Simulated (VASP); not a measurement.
# Mg3ZnC (Pm-3m) in VASP: a series of runs, part 3 of 3

VASP 6.6.1. Earlier steps stand in the parts before.

## (6) Relaxation of cell and atoms, PBE

This run uses another cell than the first one, of 17.12 Å³/atom, 1.240 times its volume.

The input, INCAR:

```
SYSTEM = Mg3ZnC
ALGO = Normal
EDIFF = 1E-6
EDIFFG = -0.01
ENCUT = 600
GGA = PE
IBRION = 2
ISIF = 3
ISMEAR = -1
LASPH = .True.
LCHARG = .False.
LREAL = .False.
LWAVE = .False.
NELM = 60
NSW = 80
PREC = Accurate
SIGMA = 0.1
```

The input, KPOINTS:

```
k-points
0
Gamma
  5 5 5
  0 0 0
```

The input, POSCAR:

```
Mg3ZnC
1.0
    4.4069310000      0.0000000000      0.0000000000
    0.0000000000      4.4069310000      0.0000000000
    0.0000000000      0.0000000000      4.4069310000
Mg Zn C
3 1 1
Direct
    0.0000000000      0.5000000000      0.5000000000
    0.5000000000      0.5000000000      0.0000000000
    0.5000000000      0.0000000000      0.5000000000
    0.0000000000      0.0000000000      0.0000000000
    0.5000000000      0.5000000000      0.5000000000
```

Potentials or basis: VASP PAW PBE potentials, release 64 (Mg, Zn, C).

On the command line:

```console
$ cat potpaw_PBE.64/Mg/POTCAR potpaw_PBE.64/Zn/POTCAR potpaw_PBE.64/C/POTCAR > POTCAR
$ mpirun -np 1 vasp_std > vasp.out
```

OUTCAR:

```text
SYSTEM = Mg3ZnC
   EDIFF = 1E-6
   EDIFFG = -0.01
   ENCUT = 600
   GGA = PE
   IBRION = 2
   ISIF = 3
   ISMEAR = -1
   LASPH = .True.
   LREAL = .False.
   NELM = 60
   NSW = 80
   PREC = Accurate

 ion  position               nearest neighbor table
   1  0.000  0.500  0.500-   5 2.20   5 2.20   4 3.12   2 3.12   2 3.12   4 3.12   3 3.12   4 3.12
                             4 3.12   2 3.12   3 3.12   3 3.12   2 3.12   3 3.12
   2  0.500  0.500  0.000-   5 2.20   5 2.20   4 3.12   1 3.12   1 3.12   3 3.12   3 3.12   3 3.12
                             4 3.12   3 3.12   1 3.12   4 3.12   1 3.12   4 3.12
   3  0.500  0.000  0.500-   5 2.20   5 2.20   4 3.12   1 3.12   2 3.12   4 3.12   1 3.12   2 3.12
                             2 3.12   2 3.12   1 3.12   4 3.12   4 3.12   1 3.12
   4  0.000  0.000  0.000-   1 3.12   2 3.12   3 3.12   1 3.12   3 3.12   1 3.12   2 3.12   1 3.12
                             2 3.12   3 3.12   3 3.12   2 3.12
   5  0.500  0.500  0.500-   1 2.20   2 2.20   3 2.20   2 2.20   3 2.20   1 2.20

  LATTYP: Found a simple cubic cell.
 ALAT       =     4.4069310000

  Lattice vectors:

 A1 = (   4.4069310000,   0.0000000000,   0.0000000000)
 A2 = (   0.0000000000,   4.4069310000,   0.0000000000)
 A3 = (   0.0000000000,   0.0000000000,   4.4069310000)

Analysis of symmetry for initial positions (statically):
=====================================================================
 Subroutine PRICEL returns:
 Original cell was already a primitive cell.

 Routine SETGRP: Setting up the symmetry group for a
 simple cubic supercell.

 Subroutine GETGRP returns: Found 48 space group operations
 (whereof 48 operations were pure point group operations)
 out of a pool of 48 trial point group operations.

The static configuration has the point symmetry O_h .

Analysis of symmetry for dynamics (positions and initial velocities):
=====================================================================
 Subroutine PRICEL returns:
 Original cell was already a primitive cell.

 Routine SETGRP: Setting up the symmetry group for a
 simple cubic supercell.

 Subroutine GETGRP returns: Found 48 space group operations
 (whereof 48 operations were pure point group operations)
 out of a pool of 48 trial point group operations.

The dynamic configuration has the point symmetry O_h .

 Subroutine INISYM returns: Found 48 space group operations
 (whereof 48 operations are pure point group operations),
 and found     1 'primitive' translations

----------------------------------------------------------------------------------------

                                     Primitive cell

  volume of cell :      85.5872

  direct lattice vectors                    reciprocal lattice vectors
     4.406931000  0.000000000  0.000000000     0.226915284  0.000000000  0.000000000
     0.000000000  4.406931000  0.000000000     0.000000000  0.226915284  0.000000000
[... 128 lines left out ...]

  FORCE on cell =-STRESS in cart. coord.  units (eV):
  Direction    XX          YY          ZZ          XY          YZ          ZX
  --------------------------------------------------------------------------------------
  -------------------------------------------------------------------------------------
  Total       -0.2684858     -0.2684858     -0.2684858     -0.0000000      0.0000000      0.0000000
  in kB       -5.0260084     -5.0260084     -5.0260084     -0.0000000      0.0000000      0.0000000
  external PRESSURE =      -5.0260084 kB  Pullay stress =       0.0000000 kB

 VOLUME and BASIS-vectors are now :
 -----------------------------------------------------------------------------
  energy-cutoff  :      600.00
  volume of cell :       85.59
      direct lattice vectors                 reciprocal lattice vectors
     4.406931000  0.000000000  0.000000000     0.226915284  0.000000000  0.000000000
     0.000000000  4.406931000  0.000000000     0.000000000  0.226915284  0.000000000
     0.000000000  0.000000000  4.406931000     0.000000000  0.000000000  0.226915284

 POSITION                                       TOTAL-FORCE (eV/Angst)
 -----------------------------------------------------------------------------------
      0.00000      2.20347      2.20347         0.000000      0.000000      0.000000
      2.20347      2.20347      0.00000         0.000000      0.000000      0.000000
      2.20347      0.00000      2.20347         0.000000      0.000000      0.000000
      0.00000      0.00000      0.00000         0.000000      0.000000      0.000000
      2.20347      2.20347      2.20347         0.000000      0.000000      0.000000
 -----------------------------------------------------------------------------------
    total drift:                                0.000000      0.000000      0.000000

  FREE ENERGIE OF THE ION-ELECTRON SYSTEM (eV)
  ---------------------------------------------------
  free  energy   TOTEN  =       -14.0030782378 eV

  energy  without entropy=      -13.9101129898  energy(sigma->0) =      -13.95659561

--------------------------------------- Ionic step        2  -------------------------------------------

 number of electron      21.9999992 magnetization

 Free energy of the ion-electron system (eV)
  ---------------------------------------------------
  ext. energy  EPLUGINS =         0.00000000
  ---------------------------------------------------
  free energy    TOTEN  =       -14.00418362 eV

  energy without entropy =      -13.91195294  energy(sigma->0) =      -13.95806828

 E-fermi :   3.0180     XC(G=0):  -9.5023

 val. band max:        2.9327610374   @ k =   0.4000   0.2000   0.2000
 cond. band min:       3.0772347054   @ k =   0.2000   0.2000   0.0000
 fundamental gap:      0.1444736680
 Fermi energy:         3.0180482962

 k-point     1 :       0.0000    0.0000    0.0000
  band No.  band energies     occupation
      1      -7.6542      2.00000
      2      -4.0967      2.00000
      3      -4.0967      2.00000
      4      -4.0421      2.00000
      5      -4.0421      2.00000
      6      -4.0421      2.00000
      7      -2.1498      2.00000
      8       0.4054      2.00000
      9       0.4054      2.00000
     10       0.4054      2.00000
     11       4.7267      0.00000
     12       4.7267      0.00000
     13       5.7771      0.00000
     14       5.7771      0.00000
[... 149 lines left out ...]
      2      -4.1118      2.00000
      3      -4.1118      2.00000
      4      -4.0914      2.00000
      5      -4.0135      2.00000
      6      -4.0135      2.00000
      7      -1.1905      2.00000
      8      -0.4003      2.00000
      9      -0.4003      2.00000
     10       0.1231      2.00000
     11       1.7452      1.99999
     12       1.7452      1.99999
     13       2.7235      1.90009
     14       7.1831      0.00000
     15       7.9219      0.00000

------------------------ aborting loop because EDIFF is reached ----------------------------------------

  FORCE on cell =-STRESS in cart. coord.  units (eV):
  Direction    XX          YY          ZZ          XY          YZ          ZX
  --------------------------------------------------------------------------------------
  -------------------------------------------------------------------------------------
  Total       -0.0063803     -0.0063803     -0.0063803      0.0000000     -0.0000000     -0.0000000
  in kB       -0.1203704     -0.1203704     -0.1203704      0.0000000     -0.0000000     -0.0000000
  external PRESSURE =      -0.1203704 kB  Pullay stress =       0.0000000 kB

 VOLUME and BASIS-vectors are now :
 -----------------------------------------------------------------------------
  energy-cutoff  :      600.00
  volume of cell :       84.92
      direct lattice vectors                 reciprocal lattice vectors
     4.395514872 -0.000000000  0.000000000     0.227504633  0.000000000  0.000000000
    -0.000000000  4.395514872  0.000000000     0.000000000  0.227504633  0.000000000
    -0.000000000  0.000000000  4.395514872    -0.000000000 -0.000000000  0.227504633

 POSITION                                       TOTAL-FORCE (eV/Angst)
 -----------------------------------------------------------------------------------
     -0.00000      2.19776      2.19776         0.000000      0.000000      0.000000
      2.19776      2.19776      0.00000         0.000000      0.000000      0.000000
      2.19776     -0.00000      2.19776         0.000000      0.000000      0.000000
      0.00000      0.00000      0.00000         0.000000      0.000000      0.000000
      2.19776      2.19776      2.19776        -0.000000      0.000000      0.000000
 -----------------------------------------------------------------------------------
    total drift:                                0.000000      0.000000      0.000000

  FREE ENERGIE OF THE ION-ELECTRON SYSTEM (eV)
  ---------------------------------------------------
  free  energy   TOTEN  =       -14.0041836233 eV

  energy  without entropy=      -13.9119529371  energy(sigma->0) =      -13.95806828

 reached required accuracy - stopping structural energy minimisation
```

OSZICAR:

```text
N       E                     dE             d eps       ncg     rms          rms(c)
DAV:   1     0.861635141183E+02    0.86164E+02   -0.10333E+04   300   0.157E+03
DAV:   2    -0.944666941013E+01   -0.95610E+02   -0.92679E+02   342   0.270E+02
DAV:   3    -0.184016512798E+02   -0.89550E+01   -0.88946E+01   356   0.703E+01
[... 17 lines left out ...]
DAV:   3    -0.140046046465E+02    0.92375E-03   -0.20065E-03   307   0.655E-01    0.134E-01
DAV:   4    -0.140041927460E+02    0.41190E-03   -0.24983E-04   381   0.162E-01    0.166E-02
DAV:   5    -0.140041854488E+02    0.72972E-05   -0.26719E-05   336   0.346E-02    0.780E-03
DAV:   6    -0.140041843374E+02    0.11114E-05   -0.61526E-06   314   0.179E-02    0.341E-03
DAV:   7    -0.140041836233E+02    0.71404E-06   -0.98682E-07   178   0.114E-02
   2 F= -.14004184E+02 E0= -.13958068E+02  d E =-.110539E-02
```

CONTCAR:

```text
Mg3ZnC
   1.00000000000000
     4.3955148721863084   -0.0000000000000000    0.0000000000000000
    -0.0000000000000000    4.3955148721863084    0.0000000000000000
    -0.0000000000000000    0.0000000000000000    4.3955148721863084
  Mg              Zn              C
     3     1     1
Direct
     0.0000000000000000    0.5000000000000000    0.5000000000000000
     0.5000000000000000    0.5000000000000000    0.0000000000000000
     0.5000000000000000    0.0000000000000000    0.5000000000000000
     0.0000000000000000    0.0000000000000000    0.0000000000000000
     0.5000000000000000    0.5000000000000000    0.5000000000000000

  0.00000000E+00  0.00000000E+00  0.00000000E+00
  0.00000000E+00  0.00000000E+00  0.00000000E+00
  0.00000000E+00  0.00000000E+00  0.00000000E+00
  0.00000000E+00  0.00000000E+00  0.00000000E+00
  0.00000000E+00  0.00000000E+00  0.00000000E+00
```

Wall time 18 s (1 thread of Intel Xeon 6975P-C (Granite Rapids), shared host); peak memory 0.21 GiB.

What came out:

| Item | Value |
| --- | --- |
| Free energy | -14.0042 eV |
| Relaxed volume | 16.98 Å³/atom |
| Relaxed cell | a = 4.396 Å, b = 4.396 Å, c = 4.396 Å, α = 90.00°, β = 90.00°, γ = 90.00° |
| Space group after relaxing (to 0.05 Å) | Pm-3m (No. 221) |
| Energy gained by relaxing | 0.2 meV/atom |
| Ionic steps | 2 |
| Pressure after relaxing | 0.0 GPa |
| Band gap on the k mesh | zero (band 11 reaches 4.73 eV, above the bottom of band 12 at 1.75 eV) |

Step by step:
| step | energy change (eV) | largest force (eV/Å) | pressure (GPa) | volume (Å³) |
| --- | --- | --- | --- | --- |
| 1 | 0.0000 | 0.0000 | -0.50 | 85.59 |
| 2 | -0.0011 | 0.0000 | -0.01 | 84.92 |

Final structure:
```cif
data_structure
_symmetry_space_group_name_H-M 'P 1'
_symmetry_Int_Tables_number 1
_cell_length_a 4.3955
_cell_length_b 4.3955
_cell_length_c 4.3955
_cell_angle_alpha 90.000
_cell_angle_beta 90.000
_cell_angle_gamma 90.000
_cell_volume 84.92
loop_
_atom_site_label
_atom_site_type_symbol
_atom_site_fract_x
_atom_site_fract_y
_atom_site_fract_z
_atom_site_occupancy
Mg1 Mg 0.00000 0.50000 0.50000 1
Mg2 Mg 0.50000 0.50000 0.00000 1
Mg3 Mg 0.50000 0.00000 0.50000 1
Zn1 Zn 0.00000 0.00000 0.00000 1
C1 C 0.50000 0.50000 0.50000 1
```

Levels at points of the mesh, in eV from the Fermi level:
| k point | band 8 | band 9 | band 10 | band 11 | band 12 | band 13 |
| --- | --- | --- | --- | --- | --- | --- |
| (0.00, 0.00, 0.00) | -2.61 | -2.61 | -2.61 | 1.71 | 1.71 | 2.76 |

## (7) Summary

| task | cell | cutoff (eV) | gap on the mesh (eV) | pressure (GPa) |
| --- | --- | --- | --- | --- |
| single point | a = 4.102 Å, 5 atoms | 520 | none | 20.2 |
| single point | a = 4.220 Å, 5 atoms | 520 | none | 9.9 |
| single point | a = 4.299 Å, 5 atoms | 520 | none | 4.9 |
| single point | a = 4.399 Å, 5 atoms | 520 | none | -0.1 |
| relaxation of cell and atoms | relaxed from a = 4.407 Å, 5 atoms | 600 | none | 0.0 |

Alike in all rows: level PBE; potentials or basis VASP PAW PBE potentials, release 64 (Mg, Zn, C); no spin polarisation; k mesh 5 × 5 × 5; smearing fermi-dirac 0.1 eV.

Absolute energies hang on the potentials; compare differences alone.
